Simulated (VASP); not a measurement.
# BN (P3m1) in VASP: a series of runs

BN is run at these levels: PBE+D3(BJ); tasks: single point.

All numbers are computed with VASP 6.6.1; they aren't measurements. Logs are shortened: lines on timing, memory, paths and dates and some standing lists are left out, and cuts for length are marked.

**1. The cell of the first run**

The structure is trigonal, space group P3m1 (No. 156). Conventional cell: a = 2.506 Å, b = 2.506 Å, c = 6.597 Å, α = 90.00°, β = 90.00°, γ = 120.00°. B (site symmetry 3m) has 3 N at 1.52 Å within 2.0 Å. Within 1.9 Å of B (site symmetry 3m) lie 3 N at 1.45 Å. N (site symmetry 3m) has 3 B at 1.45 Å within 1.9 Å. N (site symmetry 3m) has 3 B at 1.52 Å within 2.0 Å.

**2. Single point, PBE+D3(BJ) (atom 1 (B) moved by +0.000 Å along [1 2 0] and -0.480 Å along [0 0 1])**

INCAR reads:

```
ALGO = Normal
EDIFF = 1E-6
ENCUT = 520
GGA = PE
ISIF = 2
ISMEAR = 0
IVDW = 12
LASPH = T
LCHARG = F
LREAL = F
LWAVE = F
NBANDS = 16
NELM = 60
PREC = Accurate
SIGMA = 0.05
```

KPOINTS reads:

```
k-points
0
Gamma
  12 12 4
```

POSCAR reads:

```
BN
1.0
    2.5061233057      0.0000000000      0.0000000000
   -1.2530616528      2.1703664477      0.0000000000
    0.0000000000      0.0000000000      6.5973571420
B N
2 2
Direct
    0.0000000000      0.0000000000      0.4272435932
    0.3333333333      0.6666666667      0.0000000000
    0.0000000000      0.0000000000      0.0000000000
    0.6666666667      0.3333333333      0.5000000000
```

Potentials or basis: VASP PAW PBE potentials, release 64 (B, N).

Launch:

```console
> cat potpaw_PBE.64/B/POTCAR potpaw_PBE.64/N/POTCAR > POTCAR
> mpirun -np 1 vasp_std > vasp.out
```

OUTCAR:

```text
EDIFF = 1E-6
   ENCUT = 520
   GGA = PE
   ISIF = 2
   ISMEAR = 0
   IVDW = 12
   LASPH = T
   LREAL = F
   NELM = 60
   PREC = Accurate
 IVDW          = 12

 ion  position               nearest neighbor table
   1  0.000  0.000  0.427-   4 1.52   4 1.52   4 1.52
   2  0.333  0.667  0.000-   3 1.45   3 1.45   3 1.45
   3  0.000  0.000  0.000-   2 1.45   2 1.45   2 1.45
   4  0.667  0.333  0.500-   1 1.52   1 1.52   1 1.52

  LATTYP: Found a hexagonal cell.
 ALAT       =     2.5061233057
 C/A-ratio  =     2.6324950281

  Lattice vectors:

 A1 = (   2.5061233057,   0.0000000000,   0.0000000000)
 A2 = (  -1.2530616528,   2.1703664477,   0.0000000000)
 A3 = (   0.0000000000,   0.0000000000,   6.5973571420)

Analysis of symmetry for initial positions (statically):
=====================================================================
 Subroutine PRICEL returns:
 Original cell was already a primitive cell.

 Routine SETGRP: Setting up the symmetry group for a
 hexagonal supercell.

 Subroutine GETGRP returns: Found  6 space group operations
 (whereof  6 operations were pure point group operations)
 out of a pool of 24 trial point group operations.

The static configuration has the point symmetry C_3v.

Analysis of symmetry for dynamics (positions and initial velocities):
=====================================================================
 Subroutine PRICEL returns:
 Original cell was already a primitive cell.

 Routine SETGRP: Setting up the symmetry group for a
 hexagonal supercell.

 Subroutine GETGRP returns: Found  6 space group operations
 (whereof  6 operations were pure point group operations)
 out of a pool of 24 trial point group operations.

The dynamic configuration has the point symmetry C_3v.

 Subroutine INISYM returns: Found  6 space group operations
 (whereof  6 operations are pure point group operations),
 and found     1 'primitive' translations

----------------------------------------------------------------------------------------

                                     Primitive cell

  volume of cell :      35.8844

  direct lattice vectors                    reciprocal lattice vectors
     2.506123306  0.000000000  0.000000000     0.399022665  0.230375843  0.000000000
    -1.253061653  2.170366448  0.000000000     0.000000000  0.460751686  0.000000000
     0.000000000  0.000000000  6.597357142     0.000000000  0.000000000  0.151575847

  length of vectors
     2.506123306  2.506123306  6.597357142     0.460751686  0.460751686  0.151575847

  position of ions in fractional coordinates (direct lattice)
     0.000000000  0.000000000  0.427243593
     0.333333333  0.666666667  0.000000000
     0.000000000  0.000000000  0.000000000
     0.666666667  0.333333333  0.500000000

  ion indices of the primitive-cell ions
   primitive index   ion index
                 1           1
                 2           2
                 3           3
                 4           4

----------------------------------------------------------------------------------------

 KPOINTS: k-points

Automatic generation of k-mesh.
 Grid dimensions read from file:
 generate k-points for:   12   12    4

 Generating k-lattice:

  Cartesian coordinates                     Fractional coordinates (reciprocal lattice)
     0.033251889  0.019197987  0.000000000     0.083333333 -0.000000000  0.000000000
     0.000000000  0.038395974  0.000000000     0.000000000  0.083333333  0.000000000
     0.000000000  0.000000000  0.037893962     0.000000000  0.000000000  0.250000000

  Length of vectors
     0.038395974  0.038395974  0.037893962

  Shift w.r.t. Gamma in fractional coordinates (k-lattice)
     0.000000000  0.000000000  0.000000000

 Subroutine IBZKPT returns following result:
 ===========================================

 Found     69 irreducible k-points:

 Following reciprocal coordinates:
            Coordinates               Weight
  0.000000  0.000000  0.000000      1.000000
  0.083333  0.000000  0.000000      6.000000
  0.166667  0.000000  0.000000      6.000000
  0.250000  0.000000  0.000000      6.000000
  0.333333  0.000000  0.000000      6.000000
  0.416667  0.000000  0.000000      6.000000
[... 16 lines left out ...]
  0.166667  0.000000  0.250000      6.000000
  0.000000  0.166667  0.250000      6.000000
 [... further k-points ...]
   k-points           NKPTS =     69   k-points in BZ     NKDIM =     69   number of bands    NBANDS=     16
   number of dos      NEDOS =    301   number of ions     NIONS =      4
   total plane-waves  NPLWV =  20000
   dimension x,y,z NGX =    20 NGY =   20 NGZ =   50
   dimension x,y,z NGXF=    40 NGYF=   40 NGZF=  100
   ions per type =               2   2
   NGX,Y,Z   is equivalent  to a cutoff of  13.27, 13.27, 12.60 a.u.
   NGXF,Y,Z  is equivalent  to a cutoff of  26.53, 26.53, 25.20 a.u.
 SYSTEM =  unknown system
   PREC   = accura    normal or accurate (medium, high low for compatibility)
   ISTART =      0    job   : 0-new  1-cont  2-samecut
   ICHARG =      2    charge: 1-file 2-atom 10-const
   ISPIN  =      1    spin polarized calculation?
   LNONCOLLINEAR =      F non collinear calculations
   LSORBIT =      F    spin-orbit coupling
   LASPH  =      T    aspherical Exc in radial PAW
   ENCUT  =  520.0 eV  38.22 Ry    6.18 a.u.   4.66  4.66 12.27*2*pi/ulx,y,z
   NELM   =     60;   NELMIN=  2; NELMDL= -5     # of ELM steps
   EDIFF  = 0.1E-05   stopping-criterion for ELM
   LREAL  =      F    real-space projection
   EDIFFG = 0.1E-04   stopping-criterion for IOM
   NSW    =      0    number of steps for IOM
   IBRION =     -1    ionic relax: 0-MD 1-quasi-New 2-CG
   NFREE  =      0    steps in history (QN), initial steepest desc. (CG)
   ISIF   =      2    stress and relaxation
   ISYM   =      2    0-nonsym 1-usesym 2-fastsym
   POTIM  = 0.5000    time-step for ionic-motion
   TEBEG  =    0.0;   TEEND  =   0.0 temperature during run
   PSTRESS=    0.0 pullay stress
   NELECT =      16.0000    total number of electrons
   NUPDOWN=      -1.0000    fix difference up-down
   EMIN   =  10.00;   EMAX   =-10.00  energy-range for DOS
   EFERMI =   0.00;   METHOD = LEGACY
   ISMEAR =     0;   SIGMA  =   0.05  broadening in eV -4-tet -1-fermi 0-gaus
   EFERMI_NEDOS =   21; number of points for ismear=-14 and -15
   IALGO  =     38    algorithm
   IMIX   =      4    mixing-type and parameters
     AMIX     =   0.40;   BMIX     =  1.00
     AMIX_MAG =   1.60;   BMIX_MAG =  1.00
  volume/ion in A,a.u.               =       8.97        60.54
  Fermi-wavevector in a.u.,A,eV,Ry     =   1.250680  2.363443 21.282251  1.564201
  Thomas-Fermi vector in A             =   2.384663
   LORBIT       =      0    0 simple, 1 ext, 2 COOP (PROOUT), +10 PAW based schemes
   GGA     = PE    functional components
   LHFCALC =     F    Hartree Fock is set to
   AEXX    =    0.0000 exact exchange contribution
   IVDW    =    12    specifies the selected vdW correction
   LEPSILON=     F    determine dielectric tensor
   LRPA    =     F    only Hartree local field effects (RPA)
 non-spin polarized calculation
 Gauss-broadening in eV      SIGMA  =   0.05
  energy-cutoff  :      520.00
  volume of cell :       35.88
 maximum number of plane-waves:       985
 NGX is ok and might be reduce to    20
   NGX =  9   NGY =  9   NGZ = 25

 number of electron      15.9999998 magnetization

 Free energy of the ion-electron system (eV)
  ---------------------------------------------------
  ext. energy  EPLUGINS =         0.00000000
  ---------------------------------------------------
  free energy    TOTEN  =       -33.58264039 eV

  energy without entropy =      -33.58264039  energy(sigma->0) =      -33.58264039

 E-fermi :   3.3040     XC(G=0): -10.2342

 val. band max:        2.9976217726   @ k =   0.0000   0.0000   0.0000
 cond. band min:       5.8939346932   @ k =   0.0000   0.0000   0.0000
 fundamental gap:      2.8963129207
 Fermi energy:         3.3040297888

 k-point     1 :       0.0000    0.0000    0.0000
  band No.  band energies     occupation
      1     -15.9461      2.00000
      2     -14.2929      2.00000
      3      -4.2723      2.00000
      4      -1.2599      2.00000
      5       0.3866      2.00000
      6       0.3866      2.00000
[... 8 lines left out ...]
     15      14.1771      0.00000
     16      15.8632      0.00000

 k-point     2 :       0.0833    0.0000    0.0000
  band No.  band energies     occupation
      1     -15.8120      2.00000
      2     -14.1523      2.00000
      3      -4.0881      2.00000
      4      -1.1089      2.00000
      5      -0.1701      2.00000
      6       0.1294      2.00000
[... 8 lines left out ...]
     15      14.6125      0.00000
     16      16.2104      0.00000

 k-point     3 :       0.1667    0.0000    0.0000
  band No.  band energies     occupation
      1     -15.4176      2.00000
      2     -13.7376      2.00000
      3      -3.5426      2.00000
      4      -1.5787      2.00000
      5      -0.6781      2.00000
      6      -0.4972      2.00000
[... 8 lines left out ...]
     15      15.7022      0.00000
     16      16.8325      0.00000

 k-point     4 :       0.2500    0.0000    0.0000
  band No.  band energies     occupation
      1     -14.7901      2.00000
      2     -13.0757      2.00000
      3      -3.3665      2.00000
      4      -2.6544      2.00000
      5      -1.2238      2.00000
      6      -1.2224      2.00000
[... 8 lines left out ...]
     15      17.5954      0.00000
     16      17.7794      0.00000
[... 324 lines left out ...]
 k-point    22 :       0.0000    0.0833    0.2500
  band No.  band energies     occupation
      1     -15.8065      2.00000
      2     -14.1639      2.00000
      3      -3.8863      2.00000
      4      -1.4929      2.00000
      5      -0.1659      2.00000
      6       0.1294      2.00000
[... 8 lines left out ...]
     15      14.6102      0.00000
     16      16.2078      0.00000

 k-point    23 :       0.1667    0.0000    0.2500
  band No.  band energies     occupation
      1     -15.4126      2.00000
      2     -13.7482      2.00000
      3      -3.3469      2.00000
      4      -1.5955      2.00000
      5      -1.0223      2.00000
      6      -0.4971      2.00000
[... 8 lines left out ...]
     15      15.7146      0.00000
     16      16.7831      0.00000

 k-point    24 :       0.0000    0.1667    0.2500
  band No.  band energies     occupation
      1     -15.4126      2.00000
      2     -13.7481      2.00000
      3      -3.3492      2.00000
      4      -1.5926      2.00000
      5      -1.0158      2.00000
      6      -0.4971      2.00000
[... 8 lines left out ...]
     15      15.6963      0.00000
     16      16.7507      0.00000

 [... further k-points ...]

------------------------ aborting loop because EDIFF is reached ----------------------------------------

 Edisp (eV)   -0.57123

 E8    (eV) :    -0.1679

  FORCE on cell =-STRESS in cart. coord.  units (eV):
  Direction    XX          YY          ZZ          XY          YZ          ZX
  --------------------------------------------------------------------------------------
  -------------------------------------------------------------------------------------
  Total      -0.14817    -0.14817    -3.58176    -0.00000     0.00000     0.00000
  in kB      -6.61554    -6.61554  -159.91942    -0.00000     0.00000     0.00000
  external pressure =      -57.72 kB  Pullay stress =        0.00 kB

 VOLUME and BASIS-vectors are now :
 -----------------------------------------------------------------------------
  energy-cutoff  :      520.00
  volume of cell :       35.88
      direct lattice vectors                 reciprocal lattice vectors
     2.506123306  0.000000000  0.000000000     0.399022665  0.230375843  0.000000000
    -1.253061653  2.170366448  0.000000000     0.000000000  0.460751686  0.000000000
     0.000000000  0.000000000  6.597357142     0.000000000  0.000000000  0.151575847

 POSITION                                       TOTAL-FORCE (eV/Angst)
 -----------------------------------------------------------------------------------
      0.00000      0.00000      2.81868         0.000000     -0.000000      6.609564
     -0.00000      1.44691      0.00000        -0.000000      0.000000     -0.389512
      0.00000      0.00000      0.00000         0.000000      0.000000      0.326030
      1.25306      0.72346      3.29868         0.000000      0.000000     -6.546082
 -----------------------------------------------------------------------------------
    total drift:                                0.000000     -0.000000      0.000349

  FREE ENERGIE OF THE ION-ELECTRON SYSTEM (eV)
  ---------------------------------------------------
  free  energy   TOTEN  =       -34.1538656572 eV

  energy  without entropy=      -34.1538656572  energy(sigma->0) =      -34.15386566
```

Wall time 50 s (1 thread of Intel Xeon 8259CL, shared host); peak memory 0.18 GiB.

Results:

```yaml
Free_energy: -34.1539 eV
Pressure: -5.8 GPa
Largest_force: 6.610 eV/Å
Band_gap_on_the_k_mesh: 2.90 eV
Dispersion_energy_per_atom: -0.143 eV
```

Forces in eV/Å, atoms in the order of the input:
```
B    0.000  0.000  6.610
B    0.000  0.000 -0.390
N    0.000  0.000  0.326
N    0.000  0.000 -6.546
```

Stress tensor (GPa, compression positive):
```
 -0.66   0.00   0.00
  0.00  -0.66   0.00
  0.00   0.00 -15.99
```

Levels at points of the mesh, in eV from the valence-band top:
| k point | band 6 | band 7 | band 8 | band 9 | band 10 | band 11 |
| --- | --- | --- | --- | --- | --- | --- |
| (0.00, 0.00, 0.00) | -2.61 | 0.00 | 0.00 | 2.90 | 9.22 | 10.32 |
| (0.50, 0.00, 0.00) | -2.75 | -2.47 | -1.13 | 3.04 | 4.03 | 8.53 |
| (0.00, 0.00, 0.50) | -2.61 | 0.00 | 0.00 | 4.27 | 7.60 | 10.32 |
| (0.50, 0.00, 0.50) | -2.75 | -2.32 | -1.13 | 3.12 | 3.48 | 8.61 |

Caveat: the cell differs from its parent crystal (atom 1 (B) moved by +0.000 Å along [1 2 0] and -0.480 Å along [0 0 1]); the cell stands under tension; forces of over 1 eV/Å act on the atoms, so gaps and moduli don't describe the material at rest. A k mesh can miss the band edges.

**3. Single point, PBE+D3(BJ) (atom 1 (B) moved by +0.000 Å along [1 2 0] and -0.288 Å along [0 0 1])**

INCAR reads:

```
PREC = Accurate
ENCUT = 520
EDIFF = 1E-6
ISMEAR = 0
SIGMA = 0.05
LREAL = False
LASPH = True
NELM = 100
ALGO = Normal
ISIF = 2
LWAVE = False
LCHARG = False
GGA = PE
IVDW = 12
NBANDS = 16
```

KPOINTS reads:

```
Automatic mesh
0
Gamma
  12 12 4
```

Changes to POSCAR since step 2:

```diff
@@ -8,3 +8,3 @@
 Direct
-    0.0000000000      0.0000000000      0.4272435932
+    0.0000000000      0.0000000000      0.4563461559
     0.3333333333      0.6666666667      0.0000000000
```

Potentials or basis: VASP PAW PBE potentials, release 64 (B, N).

Launch:

```console
> cat potpaw_PBE.64/B/POTCAR potpaw_PBE.64/N/POTCAR > POTCAR
> mpirun -np 1 vasp_std > vasp.out
```

Wall time 54 s (1 thread of Intel Xeon 8259CL, shared host); peak memory 0.18 GiB.

Results (log left out):

```
Free energy                : -35.1618 eV
Pressure                   : -2.4 GPa
Largest force              : 3.899 eV/Å
Band gap on the k mesh     : 3.98 eV (least direct gap 4.19 eV)
Dispersion energy per atom : -0.142 eV
```

Forces in eV/Å, atoms in the order of the input:
```
B    0.000  0.000  3.899
B    0.000  0.000 -0.249
N    0.000  0.000  0.212
N    0.000  0.000 -3.862
```

Stress tensor (GPa, compression positive):
```
-0.71  0.00  0.00
 0.00 -0.71  0.00
 0.00  0.00 -5.85
```

Levels at points of the mesh, in eV from the valence-band top:
| k point | band 4 | band 5 | band 6 | band 7 | band 8 | band 9 | band 10 | band 11 | band 12 | band 13 |
| --- | --- | --- | --- | --- | --- | --- | --- | --- | --- | --- |
| (0.00, 0.00, 0.00) | -4.00 | -1.71 | -1.71 | -0.65 | -0.65 | 4.42 | 10.00 | 11.21 | 11.21 | 11.60 |
| (0.50, 0.00, 0.00) | -8.50 | -4.49 | -3.43 | -1.56 | -0.70 | 3.98 | 5.03 | 9.38 | 9.65 | 12.68 |
| (0.00, 0.00, 0.50) | -4.93 | -1.71 | -1.71 | -0.65 | -0.65 | 6.07 | 8.03 | 11.21 | 11.21 | 11.60 |
| (0.50, 0.00, 0.50) | -8.52 | -4.49 | -3.43 | -1.36 | -0.79 | 4.15 | 4.37 | 9.50 | 9.90 | 13.00 |

Caveat: the cell differs from its parent crystal (atom 1 (B) moved by +0.000 Å along [1 2 0] and -0.288 Å along [0 0 1]); forces of over 1 eV/Å act on the atoms, so gaps and moduli don't describe the material at rest. A k mesh can miss the band edges.
